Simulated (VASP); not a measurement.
# BN (P6_3mc) in VASP: further runs, part 2 of 3

VASP 6.6.1. The steps go on from the part before.

**4. Single point, r2SCAN**

Input file POSCAR:

```
BN
1.0
    2.5479976490      0.0000000000      0.0000000000
   -1.2739988245      2.2066306928      0.0000000000
    0.0000000000      0.0000000000      8.3753608011
B N
4 4
Direct
    0.0000000000      0.0000000000      0.0003894352
    0.3333333333      0.6666666667      0.2496892000
    0.0000000000      0.0000000000      0.5003894352
    0.6666666667      0.3333333333      0.7496892000
    0.0000000000      0.0000000000      0.1869898325
    0.3333333333      0.6666666667      0.4379315323
    0.0000000000      0.0000000000      0.6869898325
    0.6666666667      0.3333333333      0.9379315323
```

Input file INCAR.step1:

```
PREC = Accurate
ENCUT = 520
ISMEAR = -1
SIGMA = 0.02
LREAL = False
LASPH = True
NELM = 60
NBANDS = 26
GGA = PE
ALGO = Normal
EDIFF = 1E-4
LWAVE = True
LCHARG = False
```

Input file INCAR.step2:

```
PREC = Accurate
ENCUT = 520
EDIFF = 1E-6
ISMEAR = -1
SIGMA = 0.02
LREAL = False
LASPH = True
NELM = 60
ALGO = Normal
ISIF = 2
LWAVE = False
LCHARG = True
METAGGA = R2SCAN
LMIXTAU = True
LELF = True
LVHAR = True
NBANDS = 26
ISTART = 1
```

Input file KPOINTS:

```
Automatic mesh
0
Gamma
  12 12 4
```

Potentials or basis: VASP PAW PBE potentials, release 64 (B, N).

Run with:

```
$ cat potpaw_PBE.64/B/POTCAR potpaw_PBE.64/N/POTCAR > POTCAR
$ cp INCAR.step1 INCAR
$ mpirun -np 1 vasp_std > vasp.out
$ cp INCAR.step2 INCAR
$ mpirun -np 1 vasp_std > vasp.out
```

OUTCAR:

```text
PREC = Accurate
   ENCUT = 520
   EDIFF = 1E-6
   ISMEAR = -1
   LREAL = False
   LASPH = True
   NELM = 60
   ISIF = 2
   METAGGA = R2SCAN
   ISTART = 1

 ion  position               nearest neighbor table
   1  0.000  0.000  0.000-   8 1.56   8 1.56   8 1.56   5 1.56
   2  0.333  0.667  0.250-   5 1.56   5 1.56   5 1.56   6 1.58
   3  0.000  0.000  0.500-   6 1.56   6 1.56   6 1.56   7 1.56
   4  0.667  0.333  0.750-   7 1.56   7 1.56   7 1.56   8 1.58
   5  0.000  0.000  0.187-   2 1.56   2 1.56   2 1.56   1 1.56
   6  0.333  0.667  0.438-   3 1.56   3 1.56   3 1.56   2 1.58
   7  0.000  0.000  0.687-   4 1.56   4 1.56   4 1.56   3 1.56
   8  0.667  0.333  0.938-   1 1.56   1 1.56   1 1.56   4 1.58

  LATTYP: Found a hexagonal cell.
 ALAT       =     2.5479976490
 C/A-ratio  =     3.2870363143

  Lattice vectors:

 A1 = (   2.5479976490,   0.0000000000,   0.0000000000)
 A2 = (  -1.2739988245,   2.2066306928,   0.0000000000)
 A3 = (   0.0000000000,   0.0000000000,   8.3753608011)

Analysis of symmetry for initial positions (statically):
=====================================================================
 Subroutine PRICEL returns:
 Original cell was already a primitive cell.

 Routine SETGRP: Setting up the symmetry group for a
 hexagonal supercell.

 Subroutine GETGRP returns: Found 12 space group operations
 (whereof  6 operations were pure point group operations)
 out of a pool of 24 trial point group operations.

The static configuration has the point symmetry C_3v.
 The point group associated with its full space group is C_6v.

Analysis of symmetry for dynamics (positions and initial velocities):
=====================================================================
 Subroutine PRICEL returns:
 Original cell was already a primitive cell.

 Routine SETGRP: Setting up the symmetry group for a
 hexagonal supercell.

 Subroutine GETGRP returns: Found 12 space group operations
 (whereof  6 operations were pure point group operations)
 out of a pool of 24 trial point group operations.

The dynamic configuration has the point symmetry C_3v.
 The point group associated with its full space group is C_6v.

 Subroutine INISYM returns: Found 12 space group operations
 (whereof  6 operations are pure point group operations),
 and found     1 'primitive' translations

----------------------------------------------------------------------------------------

                                     Primitive cell

  volume of cell :      47.0904

  direct lattice vectors                    reciprocal lattice vectors
     2.547997649  0.000000000  0.000000000     0.392465040  0.226589797  0.000000000
    -1.273998825  2.206630693  0.000000000     0.000000000  0.453179593  0.000000000
     0.000000000  0.000000000  8.375360801     0.000000000  0.000000000  0.119397841

  length of vectors
     2.547997649  2.547997649  8.375360801     0.453179593  0.453179593  0.119397841

  position of ions in fractional coordinates (direct lattice)
     0.000000000  0.000000000  0.000389435
     0.333333333  0.666666667  0.249689200
     0.000000000  0.000000000  0.500389435
     0.666666667  0.333333333  0.749689200
     0.000000000  0.000000000  0.186989832
     0.333333333  0.666666667  0.437931532
[... 46 lines left out ...]
  0.333333  0.000000  0.000000      6.000000
  0.416667  0.000000  0.000000      6.000000
[... 16 lines left out ...]
  0.250000  0.000000  0.250000     12.000000
  0.333333  0.000000  0.250000     12.000000
 [... further k-points ...]
   k-points           NKPTS =     57   k-points in BZ     NKDIM =     57   number of bands    NBANDS=     26
   number of dos      NEDOS =    301   number of ions     NIONS =      8
   total plane-waves  NPLWV =  25600
   dimension x,y,z NGX =    20 NGY =   20 NGZ =   64
   dimension x,y,z NGXF=    40 NGYF=   40 NGZF=  128
   ions per type =               4   4
   NGX,Y,Z   is equivalent  to a cutoff of  13.05, 13.05, 12.70 a.u.
   NGXF,Y,Z  is equivalent  to a cutoff of  26.10, 26.10, 25.41 a.u.
 SYSTEM =  unknown system
   PREC   = accura    normal or accurate (medium, high low for compatibility)
   ISTART =      1    job   : 0-new  1-cont  2-samecut
   ICHARG =      0    charge: 1-file 2-atom 10-const
   ISPIN  =      1    spin polarized calculation?
   LNONCOLLINEAR =      F non collinear calculations
   LSORBIT =      F    spin-orbit coupling
   LASPH  =      T    aspherical Exc in radial PAW
   ENCUT  =  520.0 eV  38.22 Ry    6.18 a.u.   4.74  4.74 15.57*2*pi/ulx,y,z
   NELM   =     60;   NELMIN=  2; NELMDL=  0     # of ELM steps
   EDIFF  = 0.1E-05   stopping-criterion for ELM
   LREAL  =      F    real-space projection
   EDIFFG = 0.1E-04   stopping-criterion for IOM
   NSW    =      0    number of steps for IOM
   IBRION =     -1    ionic relax: 0-MD 1-quasi-New 2-CG
   NFREE  =      0    steps in history (QN), initial steepest desc. (CG)
   ISIF   =      2    stress and relaxation
   ISYM   =      2    0-nonsym 1-usesym 2-fastsym
   POTIM  = 0.5000    time-step for ionic-motion
   TEBEG  =    0.0;   TEEND  =   0.0 temperature during run
   PSTRESS=    0.0 pullay stress
   NELECT =      32.0000    total number of electrons
   NUPDOWN=      -1.0000    fix difference up-down
   EMIN   =  10.00;   EMAX   =-10.00  energy-range for DOS
   EFERMI =   0.00;   METHOD = LEGACY
   ISMEAR =    -1;   SIGMA  =   0.02  broadening in eV -4-tet -1-fermi 0-gaus
   EFERMI_NEDOS =   21; number of points for ismear=-14 and -15
   IALGO  =     38    algorithm
   IMIX   =      4    mixing-type and parameters
     AMIX     =   0.40;   BMIX     =  1.00
     AMIX_MAG =   1.60;   BMIX_MAG =  1.00
  volume/ion in A,a.u.               =       5.89        39.72
  Fermi-wavevector in a.u.,A,eV,Ry     =   1.439287  2.719858 28.185112  2.071547
  Thomas-Fermi vector in A             =   2.558159
   LORBIT       =      0    0 simple, 1 ext, 2 COOP (PROOUT), +10 PAW based schemes
   METAGGA = R2SCAN    functional components
   LHFCALC =     F    Hartree Fock is set to
   AEXX    =    0.0000 exact exchange contribution
   IVDW    =     0    specifies the selected vdW correction
   LEPSILON=     F    determine dielectric tensor
   LRPA    =     F    only Hartree local field effects (RPA)
 non-spin polarized calculation
  energy-cutoff  :      520.00
  volume of cell :       47.09
 maximum number of plane-waves:      1282
 NGX is ok and might be reduce to    20
   NGX =  9   NGY =  9   NGZ = 31

 number of electron      31.9999994 magnetization

 Free energy of the ion-electron system (eV)
  ---------------------------------------------------
  ext. energy  EPLUGINS =         0.00000000
  ---------------------------------------------------
  free energy    TOTEN  =       -76.62097330 eV

  energy without entropy =      -76.62097330  energy(sigma->0) =      -76.62097330

 E-fermi :   7.7927     XC(G=0): -13.6591

 val. band max:        7.3611891072   @ k =   0.0000   0.0000   0.0000
 cond. band min:      13.4186462448   @ k =   0.5000   0.0000   0.0000
 fundamental gap:      6.0574571375
 Fermi energy:         7.7927285100

 k-point     1 :       0.0000    0.0000    0.0000
  band No.  band energies     occupation
      1     -14.0576      2.00000
      2     -12.5751      2.00000
      3     -12.4992      2.00000
      4      -9.7766      2.00000
      5      -3.8678      2.00000
      6       1.4765      2.00000
[... 685 lines left out ...]
     25      20.8258      0.00000
     26      21.4732      0.00000

 [... further k-points ...]

------------------------ aborting loop because EDIFF is reached ----------------------------------------

  FORCE on cell =-STRESS in cart. coord.  units (eV):
  Direction    XX          YY          ZZ          XY          YZ          ZX
  --------------------------------------------------------------------------------------
  -------------------------------------------------------------------------------------
  Total        0.3252181      0.3252181      0.3195703      0.0000000      0.0000000      0.0000000
  in kB       11.0650420     11.0650420     10.8728854      0.0000000      0.0000000      0.0000000
  external PRESSURE =      11.0009898 kB  Pullay stress =       0.0000000 kB

 VOLUME and BASIS-vectors are now :
 -----------------------------------------------------------------------------
  energy-cutoff  :      520.00
  volume of cell :       47.09
      direct lattice vectors                 reciprocal lattice vectors
     2.547997649  0.000000000  0.000000000     0.392465040  0.226589797  0.000000000
    -1.273998825  2.206630693  0.000000000     0.000000000  0.453179593  0.000000000
     0.000000000  0.000000000  8.375360801     0.000000000  0.000000000  0.119397841

 POSITION                                       TOTAL-FORCE (eV/Angst)
 -----------------------------------------------------------------------------------
      0.00000      0.00000      0.00326        -0.000000      0.000000     -0.000056
     -0.00000      1.47109      2.09124         0.000000     -0.000000      0.002192
      0.00000      0.00000      4.19094         0.000000     -0.000000     -0.000056
      1.27400      0.73554      6.27892        -0.000000      0.000000      0.002192
      0.00000      0.00000      1.56611         0.000000      0.000000     -0.001123
     -0.00000      1.47109      3.66783        -0.000000     -0.000000     -0.001013
      0.00000      0.00000      5.75379         0.000000     -0.000000     -0.001123
      1.27400      0.73554      7.85551         0.000000     -0.000000     -0.001013
 -----------------------------------------------------------------------------------
    total drift:                                0.000000      0.000000     -0.003118

  FREE ENERGIE OF THE ION-ELECTRON SYSTEM (eV)
  ---------------------------------------------------
  free  energy   TOTEN  =       -76.6209733002 eV

  energy  without entropy=      -76.6209733002  energy(sigma->0) =      -76.62097330
```

Run time: 5.8 min. Hardware: 1 thread of Intel Xeon 8259CL, shared host; peak memory 0.19 GiB.

What came out:

- Free energy: -76.6210 eV
- Pressure: 1.1 GPa
- Band gap on the k mesh: 6.06 eV (least direct gap 8.17 eV)

Forces in eV/Å, atoms in the order of the input:
```
B    0.000  0.000  0.000
B    0.000  0.000  0.002
B    0.000  0.000  0.000
B    0.000  0.000  0.002
N    0.000  0.000 -0.001
N    0.000  0.000 -0.001
N    0.000  0.000 -0.001
N    0.000  0.000 -0.001
```

Levels at points of the mesh, in eV from the valence-band top:
```
           k point  band 14  band 15  band 16  band 17  band 18  band 19
(0.00, 0.00, 0.00)    -0.13     0.00     0.00     9.31     9.31     9.47
(0.50, 0.00, 0.00)    -3.65    -2.71    -2.11     6.06     6.44     8.69
(0.00, 0.00, 0.50)    -0.39    -0.39    -0.39     9.81     9.81     9.81
(0.50, 0.00, 0.50)    -3.61    -2.70    -2.70     6.58     6.58     9.03
```

Caveat: the PAW data sets were made with another functional, which shifts forces and pressure a little. A k mesh can miss the band edges.

**5. Single point, r2SCAN**

POSCAR is that of step 4.

Input file INCAR.step1:

```
PREC = Accurate
ENCUT = 520
ISMEAR = 0
SIGMA = 0.01
LREAL = False
LASPH = True
NELM = 100
NBANDS = 26
GGA = PE
ALGO = Normal
EDIFF = 1E-4
LWAVE = True
LCHARG = False
```

INCAR.step2: that of step 4 with these lines changed.

```diff
@@ -2,8 +2,8 @@
 ENCUT = 520
-EDIFF = 1E-6
-ISMEAR = -1
-SIGMA = 0.02
+EDIFF = 1E-7
+ISMEAR = 0
+SIGMA = 0.01
 LREAL = False
 LASPH = True
-NELM = 60
+NELM = 100
 ALGO = Normal
```

KPOINTS is that of step 4.

Run with:

```
$ cat potpaw_PBE.64/B/POTCAR potpaw_PBE.64/N/POTCAR > POTCAR
$ cp INCAR.step1 INCAR
$ mpirun -np 1 vasp_std > vasp.out
$ cp INCAR.step2 INCAR
$ mpirun -np 1 vasp_std > vasp.out
```

It took 7.2 min on 1 thread of Intel Xeon 8259CL, shared host; peak memory 0.2 GiB.

It converged, with:

```
Free energy            : -76.6210 eV
Pressure               : 1.1 GPa
Band gap on the k mesh : 6.06 eV (least direct gap 8.17 eV)
```

Forces in eV/Å, atoms in the order of the input:
```
B    0.000  0.000  0.000
B    0.000  0.000  0.002
B    0.000  0.000  0.000
B    0.000  0.000  0.002
N    0.000  0.000 -0.001
N    0.000  0.000 -0.001
N    0.000  0.000 -0.001
N    0.000  0.000 -0.001
```

Levels at points of the mesh, in eV from the valence-band top:
| k point | band 12 | band 13 | band 14 | band 15 | band 16 | band 17 | band 18 | band 19 | band 20 | band 21 |
| --- | --- | --- | --- | --- | --- | --- | --- | --- | --- | --- |
| (0.00, 0.00, 0.00) | -1.14 | -1.14 | -0.13 | 0.00 | 0.00 | 9.31 | 9.31 | 9.47 | 10.04 | 10.47 |
| (0.50, 0.00, 0.00) | -3.90 | -3.84 | -3.65 | -2.71 | -2.11 | 6.06 | 6.44 | 8.69 | 10.07 | 10.63 |
| (0.00, 0.00, 0.50) | -1.87 | -0.39 | -0.39 | -0.39 | -0.39 | 9.81 | 9.81 | 9.81 | 9.81 | 9.94 |
| (0.50, 0.00, 0.50) | -4.81 | -3.61 | -3.61 | -2.70 | -2.70 | 6.58 | 6.58 | 9.03 | 9.03 | 11.27 |

Caveat: the PAW data sets were made with another functional, which shifts forces and pressure a little. A k mesh can miss the band edges.

**6. Relaxation of cell and atoms, PBE**

This run uses another cell than the first one, of 4.79 Å³/atom.

Input file INCAR:

```
SYSTEM = BN
PREC = Accurate
ENCUT = 600
EDIFF = 1E-7
ISMEAR = -1
SIGMA = 0.02
LREAL = .False.
LASPH = .True.
NELM = 100
ALGO = Normal
ISIF = 3
LWAVE = .False.
LCHARG = .False.
GGA = PE
IBRION = 2
NSW = 80
EDIFFG = -0.005
```

Input file KPOINTS:

```
regular mesh
0
Gamma
  12 12 4
  0 0 0
```

Input file POSCAR:

```
BN
1.0
    2.3841700163      0.0000000000      0.0000000000
   -1.1920850082      2.0647518011      0.0000000000
    0.0000000000      0.0000000000      7.7866992733
B N
4 4
Direct
    0.0000000000      0.0000000000      0.0000000000
    0.3333333333      0.6666666667      0.2500000000
    0.0000000000      0.0000000000      0.5000000000
    0.6666666667      0.3333333333      0.7500000000
    0.0000000000      0.0000000000      0.1875000000
    0.3333333333      0.6666666667      0.4375000000
    0.0000000000      0.0000000000      0.6875000000
    0.6666666667      0.3333333333      0.9375000000
```

Potentials or basis: VASP PAW PBE potentials, release 64 (B, N).

Run with:

```
$ cat potpaw_PBE.64/B/POTCAR potpaw_PBE.64/N/POTCAR > POTCAR
$ mpirun -np 1 vasp_std > vasp.out
```

It took 8.1 min on 1 thread of Intel Xeon 8259CL, shared host; peak memory 0.19 GiB.

The run converged. Its results:

| Item | Value |
| --- | --- |
| Free energy | -69.7359 eV |
| Relaxed volume | 5.96 Å³/atom |
| Relaxed cell | a = 2.559 Å, b = 2.559 Å, c = 8.411 Å, α = 90.00°, β = 90.00°, γ = 120.00° |
| Space group after relaxing (to 0.1 Å) | P6_3mc (No. 186) |
| Energy gained by relaxing | 375.3 meV/atom |
| Ionic steps | 9 |
| Pressure after relaxing | 0.0 GPa |
| Largest force after relaxing | 0.005 eV/Å |
| Band gap on the k mesh | 5.49 eV (least direct gap 7.50 eV) |

Forces in eV/Å, atoms in the order of the input:
```
B    0.000  0.000  0.004
B    0.000  0.000 -0.005
B    0.000  0.000  0.004
B    0.000  0.000 -0.005
N    0.000  0.000  0.003
N    0.000  0.000 -0.002
N    0.000  0.000  0.003
N    0.000  0.000 -0.002
```

The path:
```
step  energy change (eV)  largest force (eV/Å)  pressure (GPa)  volume (Å³)
   1              0.0000                0.3109          121.27        38.33
   2              0.4064                0.4227          -61.55        62.17
   3             -2.9939                0.2197           -3.96        48.22
   4             -3.0004                0.2083           -0.71        47.80
   5             -3.0005                0.2028            0.89        47.59
   6             -3.0006                0.2266            0.62        47.63
   7             -3.0023                0.0264            0.74        47.61
   8             -3.0024                0.0258           -0.45        47.76
   9             -3.0025                0.0048            0.03        47.70
```

Final structure:
```yaml
crystal:
  lattice:
    - [2.55907, 0.00000, 0.00000]
    - [-1.27954, 2.21622, 0.00000]
    - [0.00000, 0.00000, 8.41050]
  atoms:
    - { symbol: B, position: [0.00000, 0.00000, 0.00037] }
    - { symbol: B, position: [0.33333, 0.66667, 0.24971] }
    - { symbol: B, position: [0.00000, 0.00000, 0.50037] }
    - { symbol: B, position: [0.66667, 0.33333, 0.74971] }
    - { symbol: N, position: [0.00000, 0.00000, 0.18700] }
    - { symbol: N, position: [0.33333, 0.66667, 0.43793] }
    - { symbol: N, position: [0.00000, 0.00000, 0.68700] }
    - { symbol: N, position: [0.66667, 0.33333, 0.93793] }
```

Levels at points of the mesh, in eV from the valence-band top:
```tsv
k point	band 13	band 14	band 15	band 16	band 17	band 18	band 19	band 20
(0.00, 0.00, 0.00)	-1.09	-0.13	0.00	0.00	8.56	8.56	8.70	9.21
(0.50, 0.00, 0.00)	-3.64	-3.46	-2.58	-2.01	5.49	5.85	7.99	9.34
(0.00, 0.00, 0.50)	-0.37	-0.37	-0.37	-0.37	9.03	9.03	9.03	9.11
(0.50, 0.00, 0.50)	-3.44	-3.44	-2.57	-2.57	5.98	5.98	8.33	8.33
```

Caveat: the volume moved by over 15 % at a fixed basis, so the end points are rough.

(Continued in part 3 of 3.)
